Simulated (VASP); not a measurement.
# Al8N6O (a cell with a defect) in VASP: a series of runs

Runs on Al8N6O (a cell with a defect). Level: PBE. Tasks: single point.

The COD entry that gives the cell may itself be a prediction, so a difference from it is no test against experiment.

Program: VASP 6.6.1. These are calculated values, not measurements. Logs are shortened: lines on timing, memory, paths and dates and some standing lists are left out, and cuts for length are marked.

### Step 1. The cell of the first run

The cell holds a defect, 15 atoms: a = 6.288 Å, b = 5.446 Å, c = 5.046 Å, α = 90.00°, β = 90.00°, γ = 90.00°.

### Step 2. Single point, PBE

File INCAR:

```
  PREC = Accurate
  ENCUT = 520
  EDIFF = 1E-6
  ISMEAR = 0
  SIGMA = 0.05
  LREAL = Auto
  LASPH = True
  NELM = 60
  ALGO = Normal
  ISIF = 2
  LWAVE = False
  LCHARG = True
  GGA = PE
  LELF = True
  LVHAR = True
  NELECT = 58.0
  NBANDS = 43
```

File KPOINTS:

```
Automatic mesh
0
Gamma
  2 3 3
```

File POSCAR:

```
Al8N6O
1.0
   -3.1440000000     -5.4455680000      0.0000000000
    4.7160000000     -2.7227840000      0.0000000000
    0.0000000000      0.0000000000      5.0460000000
Al N O
8 6 1
Direct
    0.4761672367      0.6452997863      0.0152423702
    0.4960801700      0.3346327512      0.5133499802
    0.2542140846      0.1636677443      0.0193563218
    0.2607069536      0.8524269852      0.5224328181
   -0.0117420412      0.6768829564     -0.0800778835
   -0.0036149781      0.3198724574      0.5265832342
    0.7564887117      0.2023444677      0.0220428062
    0.7444092536      0.8342647781      0.3820283393
    0.4866111230      0.6657278140      0.3882839873
    0.5038664093      0.3269790057      0.8885152596
    0.2447699422      0.1735843296      0.3949282600
    0.2550389339      0.8364880000      0.8948380896
    0.0085094368      0.3292289375      0.9010416171
    0.7473936683      0.1755397992      0.3935764962
   -0.0355416575      0.6789648068      0.5388761395
```

Potentials or basis: VASP PAW PBE potentials, release 64 (Al, N, O).

Started as:

```
$ cat potpaw_PBE.64/Al/POTCAR potpaw_PBE.64/N/POTCAR potpaw_PBE.64/O/POTCAR > POTCAR
$ mpirun -np 1 vasp_std > vasp.out
```

OUTCAR:

```text
PREC = Accurate
   ENCUT = 520
   EDIFF = 1E-6
   ISMEAR = 0
   LREAL = Auto
   LASPH = True
   NELM = 60
   ISIF = 2
   GGA = PE
   NELECT = 58.0

 ion  position               nearest neighbor table
   1  0.476  0.645  0.015-  12 1.84  10 1.86   9 1.89   8 2.71   3 2.97   7 2.99   2 3.03   4 3.05
                             2 3.05   4 3.11   5 3.11   3 3.15   5 3.26
   2  0.496  0.335  0.513-  10 1.89  14 1.90  11 1.90   9 1.91   4 3.01   1 3.03   1 3.05   7 3.06
                             3 3.06   3 3.11   7 3.13   6 3.14   6 3.15   4 3.18   8 3.21   8 3.21
   3  0.254  0.164  0.019-  13 1.89  12 1.89  11 1.90  10 1.92   1 2.97   4 3.03   4 3.05   2 3.06
                             6 3.09   2 3.11   7 3.14   6 3.15   1 3.15   7 3.17   5 3.17   5 3.30
   4  0.261  0.852  0.522-  11 1.87   9 1.87  12 1.88  15 2.09   5 2.81   2 3.01   3 3.03   6 3.04
                             1 3.05   3 3.05   1 3.11   8 3.12   2 3.18   8 3.32   6 3.34
   5  0.988  0.677  0.920-  12 1.89  13 1.90  15 1.93   6 2.78   4 2.81   8 2.92   7 3.01   1 3.11
                             3 3.17   8 3.23   7 3.25   1 3.26   3 3.30
   6  0.996  0.320  0.527-  11 1.87  14 1.88  13 1.89  15 1.97   5 2.78   7 2.99   7 3.03   4 3.04
                             3 3.09   2 3.14   3 3.15   2 3.15   8 3.17   8 3.30   4 3.34
   7  0.756  0.202  0.022-  13 1.83  10 1.85  14 1.88   8 2.71   1 2.99   6 2.99   5 3.01   6 3.03
                             2 3.06   2 3.13   3 3.14   3 3.17   5 3.25
   8  0.744  0.834  0.382-  15 1.80  14 1.86   9 1.86   7 2.71   1 2.71   5 2.92   4 3.12   6 3.17
                             2 3.21   2 3.21   5 3.23   6 3.30   4 3.32
   9  0.487  0.666  0.388-   8 1.86   4 1.87   1 1.89   2 1.91
  10  0.504  0.327  0.889-   7 1.85   1 1.86   2 1.89   3 1.92
  11  0.245  0.174  0.395-   4 1.87   6 1.87   3 1.90   2 1.90
  12  0.255  0.836  0.895-   1 1.84   4 1.88   3 1.89   5 1.89
  13  0.009  0.329  0.901-   7 1.83   3 1.89   6 1.89   5 1.90
  14  0.747  0.176  0.394-   8 1.86   6 1.88   7 1.88   2 1.90
  15  0.964  0.679  0.539-   8 1.80   5 1.93   6 1.97   4 2.09

  LATTYP: Found a simple orthorhombic cell.
 ALAT       =     5.0460000000
 B/A-ratio  =     1.0791850583
 C/A-ratio  =     1.2461355977

  Lattice vectors:

 A1 = (   0.0000000000,   0.0000000000,  -5.0460000000)
 A2 = (   4.7160000000,  -2.7227840000,   0.0000000000)
 A3 = (  -3.1440000000,  -5.4455680000,   0.0000000000)

Analysis of symmetry for initial positions (statically):
=====================================================================
 Subroutine PRICEL returns:
 Original cell was already a primitive cell.

 Routine SETGRP: Setting up the symmetry group for a
 simple orthorhombic supercell.

 Subroutine GETGRP returns: Found  1 space group operations
 (whereof  1 operations were pure point group operations)
 out of a pool of  8 trial point group operations.

The static configuration has the point symmetry C_1 .

Analysis of symmetry for dynamics (positions and initial velocities):
=====================================================================
 Subroutine PRICEL returns:
 Original cell was already a primitive cell.

 Routine SETGRP: Setting up the symmetry group for a
 simple orthorhombic supercell.

 Subroutine GETGRP returns: Found  1 space group operations
 (whereof  1 operations were pure point group operations)
 out of a pool of  8 trial point group operations.

The dynamic configuration has the point symmetry C_1 .

 Subroutine INISYM returns: Found  1 space group operations
 (whereof  1 operations are pure point group operations),
 and found     1 'primitive' translations

----------------------------------------------------------------------------------------

                                     Primitive cell

  volume of cell :     172.7838

  direct lattice vectors                    reciprocal lattice vectors
    -3.144000000 -5.445568000  0.000000000    -0.079516539 -0.137726680  0.000000000
     4.716000000 -2.722784000  0.000000000     0.159033079 -0.091817787  0.000000000
     0.000000000  0.000000000  5.046000000     0.000000000  0.000000000  0.198176774

  length of vectors
     6.288000226  5.445567804  5.046000000     0.159033073  0.183635580  0.198176774

  position of ions in fractional coordinates (direct lattice)
     0.476167237  0.645299786  0.015242370
     0.496080170  0.334632751  0.513349980
     0.254214085  0.163667744  0.019356322
     0.260706954  0.852426985  0.522432818
     0.988257959  0.676882956  0.919922116
     0.996385022  0.319872457  0.526583234
     0.756488712  0.202344468  0.022042806
     0.744409254  0.834264778  0.382028339
     0.486611123  0.665727814  0.388283987
     0.503866409  0.326979006  0.888515260
     0.244769942  0.173584330  0.394928260
     0.255038934  0.836488000  0.894838090
     0.008509437  0.329228937  0.901041617
     0.747393668  0.175539799  0.393576496
     0.964458343  0.678964807  0.538876139

  ion indices of the primitive-cell ions
   primitive index   ion index
                 1           1
                 2           2
                 3           3
                 4           4
                 5           5
                 6           6
                 7           7
                 8           8
                 9           9
                10          10
                11          11
                12          12
                13          13
                14          14
                15          15

----------------------------------------------------------------------------------------

 KPOINTS: Automatic mesh

Automatic generation of k-mesh.
 Grid dimensions read from file:
 generate k-points for:    2    3    3

 Generating k-lattice:

  Cartesian coordinates                     Fractional coordinates (reciprocal lattice)
    -0.039758270 -0.068863340  0.000000000     0.500000000  0.000000000  0.000000000
     0.053011026 -0.030605929  0.000000000     0.000000000  0.333333333  0.000000000
     0.000000000  0.000000000  0.066058925     0.000000000  0.000000000  0.333333333

  Length of vectors
     0.079516537  0.061211860  0.066058925

  Shift w.r.t. Gamma in fractional coordinates (k-lattice)
     0.000000000  0.000000000  0.000000000

 Subroutine IBZKPT returns following result:
 ===========================================

 Found     10 irreducible k-points:

 Following reciprocal coordinates:
            Coordinates               Weight
  0.000000  0.000000  0.000000      1.000000
  0.500000 -0.000000  0.000000      1.000000
  0.000000  0.333333  0.000000      2.000000
  0.500000  0.333333  0.000000      2.000000
  0.000000  0.000000  0.333333      2.000000
  0.500000 -0.000000  0.333333      2.000000
  0.000000  0.333333  0.333333      2.000000
 -0.000000 -0.333333  0.333333      2.000000
  0.500000  0.333333  0.333333      2.000000
  0.500000 -0.333333  0.333333      2.000000
   k-points           NKPTS =     10   k-points in BZ     NKDIM =     10   number of bands    NBANDS=     43
   number of dos      NEDOS =    301   number of ions     NIONS =     15
   total plane-waves  NPLWV =  80640
   dimension x,y,z NGX =    48 NGY =   42 NGZ =   40
   dimension x,y,z NGXF=    96 NGYF=   84 NGZF=   80
   ions per type =               8   6   1
   NGX,Y,Z   is equivalent  to a cutoff of  12.69, 12.82, 13.18 a.u.
   NGXF,Y,Z  is equivalent  to a cutoff of  25.38, 25.64, 26.36 a.u.
 SYSTEM =  unknown system
   PREC   = accura    normal or accurate (medium, high low for compatibility)
   ISTART =      0    job   : 0-new  1-cont  2-samecut
   ICHARG =      2    charge: 1-file 2-atom 10-const
   ISPIN  =      1    spin polarized calculation?
   LNONCOLLINEAR =      F non collinear calculations
   LSORBIT =      F    spin-orbit coupling
   LASPH  =      T    aspherical Exc in radial PAW
   ENCUT  =  520.0 eV  38.22 Ry    6.18 a.u.  11.69 10.13  9.38*2*pi/ulx,y,z
   NELM   =     60;   NELMIN=  2; NELMDL= -5     # of ELM steps
   EDIFF  = 0.1E-05   stopping-criterion for ELM
   LREAL  =      T    real-space projection
   EDIFFG = 0.1E-04   stopping-criterion for IOM
   NSW    =      0    number of steps for IOM
[... 5 lines left out ...]
   TEBEG  =    0.0;   TEEND  =   0.0 temperature during run
   PSTRESS=    0.0 pullay stress
   NELECT =      58.0000    total number of electrons
   NUPDOWN=      -1.0000    fix difference up-down
   EMIN   =  10.00;   EMAX   =-10.00  energy-range for DOS
   EFERMI =   0.00;   METHOD = LEGACY
   ISMEAR =     0;   SIGMA  =   0.05  broadening in eV -4-tet -1-fermi 0-gaus
   EFERMI_NEDOS =   21; number of points for ismear=-14 and -15
   IALGO  =     38    algorithm
   IMIX   =      4    mixing-type and parameters
     AMIX     =   0.40;   BMIX     =  1.00
     AMIX_MAG =   1.60;   BMIX_MAG =  1.00
  volume/ion in A,a.u.               =      11.52        77.73
  Fermi-wavevector in a.u.,A,eV,Ry     =   1.137758  2.150051 17.612645  1.294493
  Thomas-Fermi vector in A             =   2.274463
   LORBIT       =      0    0 simple, 1 ext, 2 COOP (PROOUT), +10 PAW based schemes
   GGA     = PE    functional components
   LHFCALC =     F    Hartree Fock is set to
   AEXX    =    0.0000 exact exchange contribution
   IVDW    =     0    specifies the selected vdW correction
   LEPSILON=     F    determine dielectric tensor
   LRPA    =     F    only Hartree local field effects (RPA)
 non-spin polarized calculation
 Gauss-broadening in eV      SIGMA  =   0.05
  energy-cutoff  :      520.00
  volume of cell :      172.78
 maximum number of plane-waves:      4672
 NGX is ok and might be reduce to    48
   NGX = 23   NGY = 21   NGZ = 19

 number of electron      58.0000007 magnetization

 Free energy of the ion-electron system (eV)
  ---------------------------------------------------
  ext. energy  EPLUGINS =         0.00000000
  ---------------------------------------------------
  free energy    TOTEN  =      -119.73320613 eV

  energy without entropy =     -119.73320613  energy(sigma->0) =     -119.73320613

 E-fermi :   6.3838     XC(G=0): -10.3056

 val. band max:        6.0744212869   @ k =   0.5000   0.3333   0.0000
 cond. band min:       8.3494309294   @ k =   0.5000  -0.0000   0.0000
 fundamental gap:      2.2750096425
 Fermi energy:         6.3838023154

 k-point     1 :       0.0000    0.0000    0.0000
  band No.  band energies     occupation
      1     -13.1775      2.00000
      2      -9.0550      2.00000
      3      -7.8286      2.00000
      4      -7.7364      2.00000
      5      -7.2798      2.00000
      6      -7.1393      2.00000
[... 33 lines left out ...]
     40      13.4477      0.00000
     41      14.3699      0.00000

 k-point     2 :       0.5000   -0.0000    0.0000
  band No.  band energies     occupation
      1     -13.1725      2.00000
      2      -8.8814      2.00000
      3      -8.3258      2.00000
      4      -7.4164      2.00000
      5      -7.2930      2.00000
      6      -7.2320      2.00000
[... 341 lines left out ...]
     40      13.7551      0.00000
     41      13.9396      0.00000

 k-point    10 :       0.5000   -0.3333    0.3333
  band No.  band energies     occupation
      1     -13.1519      2.00000
      2      -8.3269      2.00000
      3      -8.1019      2.00000
      4      -7.7390      2.00000
      5      -7.5959      2.00000
      6      -7.4735      2.00000
[... 33 lines left out ...]
     40      13.6991      0.00000
     41      14.0797      0.00000
 [bands above 41 left out]

------------------------ aborting loop because EDIFF is reached ----------------------------------------

  FORCE on cell =-STRESS in cart. coord.  units (eV):
  Direction    XX          YY          ZZ          XY          YZ          ZX
  --------------------------------------------------------------------------------------
  -------------------------------------------------------------------------------------
  Total      -20.2752903    -20.1211407    -12.9167681     -0.5683633     -1.0657921     -2.2677826
  in kB     -188.0072938   -186.5779069   -119.7737040     -5.2702794     -9.8828029    -21.0285357
  external PRESSURE =    -164.7863016 kB  Pullay stress =       0.0000000 kB

 VOLUME and BASIS-vectors are now :
 -----------------------------------------------------------------------------
  energy-cutoff  :      520.00
  volume of cell :      172.78
      direct lattice vectors                 reciprocal lattice vectors
    -3.144000000 -5.445568000  0.000000000    -0.079516539 -0.137726680  0.000000000
     4.716000000 -2.722784000  0.000000000     0.159033079 -0.091817787  0.000000000
     0.000000000  0.000000000  5.046000000     0.000000000  0.000000000  0.198176774

 POSITION                                       TOTAL-FORCE (eV/Angst)
 -----------------------------------------------------------------------------------
      1.54616     -4.35001      0.07691         0.089559      0.009091      0.125593
      0.01845     -3.61257      2.59036        -0.031491      0.068282      0.101019
     -0.02739     -1.82997      0.09767         0.108812      0.043324      0.072993
      3.20038     -3.74067      2.63620        -0.008419      0.231072      0.068898
      0.08510     -7.22463      4.64193         0.145919      0.098051     -0.269337
     -1.62412     -6.29683      2.65714        -0.041594     -0.046426     -0.013611
     -1.42414     -4.67045      0.11123        -0.050278      0.131544      0.020369
      1.59397     -6.32525      1.92772         0.038306      0.035847      0.068366
      1.60967     -4.46251      1.95928        -0.035255     -0.025963      0.193041
     -0.04212     -3.63413      4.48345         0.078750      0.036732      0.103664
      0.04907     -1.80554      1.99281        -0.046532      0.033977      0.075481
      3.14303     -3.66641      4.51535         0.110758      0.075739      0.156894
      1.52589     -0.94276      4.54666         0.157606      0.067561      0.037022
     -1.52196     -4.54794      1.98599        -0.014892      0.000676      0.097848
      0.16974     -7.10070      2.71917        -0.501249     -0.759505     -0.838241
 -----------------------------------------------------------------------------------
    total drift:                               -0.005196      0.004346     -0.007682

  FREE ENERGIE OF THE ION-ELECTRON SYSTEM (eV)
  ---------------------------------------------------
  free  energy   TOTEN  =      -119.7332061270 eV

  energy  without entropy=     -119.7332061270  energy(sigma->0) =     -119.73320613
```

Run time: 89 s. Hardware: 1 thread of Intel Xeon 6975P-C (Granite Rapids), shared host; peak memory 0.27 GiB.

Results:

```
Free energy   : -119.7332 eV
Largest force : 1.237 eV/Å
```

Forces on the atoms (eV/Å):
```
Al   0.090  0.009  0.126
Al  -0.031  0.068  0.101
Al   0.109  0.043  0.073
Al  -0.008  0.231  0.069
Al   0.146  0.098 -0.269
Al  -0.042 -0.046 -0.014
Al  -0.050  0.132  0.020
Al   0.038  0.036  0.068
N   -0.035 -0.026  0.193
N    0.079  0.037  0.104
N   -0.047  0.034  0.075
N    0.111  0.076  0.157
N    0.158  0.068  0.037
N   -0.015  0.001  0.098
O   -0.501 -0.760 -0.838
```

Caveat: the k points lie up to 0.50 Å⁻¹ apart; the cell carries a net charge on a neutralising background, which shifts energy and pressure; the cell is charged against a uniform background, so pressure and absolute levels hang on convention.

### Step 3. Single point, PBE

File INCAR:

```
PREC = Accurate
ENCUT = 520
EDIFF = 1E-6
ISMEAR = 0
SIGMA = 0.05
LREAL = Auto
LASPH = True
NELM = 80
ALGO = Normal
ISIF = 2
LWAVE = False
LCHARG = True
GGA = PE
LELF = True
LVHAR = True
NBANDS = 43
NELECT = 58.0
```

KPOINTS is that of step 2.

File POSCAR:

```
Al8N6O
1.0
   -3.1440000000     -5.4455680000      0.0000000000
    4.7160000000     -2.7227840000      0.0000000000
    0.0000000000      0.0000000000      5.0460000000
Al N O
8 6 1
Direct
    0.4762177479      0.6415826122      0.0109377725
    0.4959360455      0.3410801372      0.5109276655
    0.2568580395      0.1602955208      0.0188325406
    0.2709778530      0.8637371437      0.5226119699
   -0.0043180440      0.6729576060     -0.0516640904
   -0.0105966939      0.3223223058      0.5337736821
    0.7591939226      0.2129507406      0.0258380896
    0.7443408967      0.8352385028      0.3819415379
    0.4808867480      0.6686643206      0.3785154578
    0.5054698169      0.3248831858      0.8854005153
    0.2421947297      0.1801491158      0.3941300040
    0.2601836265      0.8346972692      0.8879288545
    0.0146590486      0.3229092555      0.9037988506
    0.7437272186      0.1788268396      0.3916107808
   -0.0982131825      0.6849675052      0.6129294491
```

Potentials or basis: VASP PAW PBE potentials, release 64 (Al, N, O).

Started as:

```
$ cat potpaw_PBE.64/Al/POTCAR potpaw_PBE.64/N/POTCAR potpaw_PBE.64/O/POTCAR > POTCAR
$ mpirun -np 1 vasp_std > vasp.out
```

Run time: 75 s. Hardware: 1 thread of Intel Xeon 6975P-C (Granite Rapids), shared host; peak memory 0.27 GiB.

The run converged. Its results:

```yaml
Free_energy: -118.5325 eV
Largest_force: 2.214 eV/Å
```

Forces on the atoms (eV/Å):
```
Al   0.080  0.026  0.237
Al   0.015  0.074  0.118
Al   0.086  0.004  0.126
Al   0.092  0.153  0.225
Al   0.214  0.169 -0.367
Al   0.245 -0.056  0.142
Al  -0.117  0.128  0.104
Al   0.256  0.170 -0.226
N    0.071  0.120  0.289
N    0.070 -0.020  0.110
N    0.052  0.078  0.128
N    0.100  0.041  0.253
N    0.076  0.054  0.201
N    0.058  0.007  0.181
O   -1.298 -0.947 -1.523
```

Levels at points of the mesh, in eV from the Fermi level:
```csv
k point,band 25,band 26,band 27,band 28,band 29,band 30,band 31,band 32,band 33,band 34
"(0.00, 0.00, 0.00)",-2.17,-1.79,-1.56,-1.47,-1.28,2.43,3.08,3.47,4.11,5.05
"(0.50, 0.00, 0.00)",-2.25,-1.86,-1.74,-1.54,-0.42,1.75,3.07,3.39,4.28,4.87
```

Caveat: the k points lie up to 0.50 Å⁻¹ apart; the cell carries a net charge on a neutralising background, which shifts energy and pressure; the cell is charged against a uniform background, so pressure and absolute levels hang on convention.

[end of part 1 of 2]
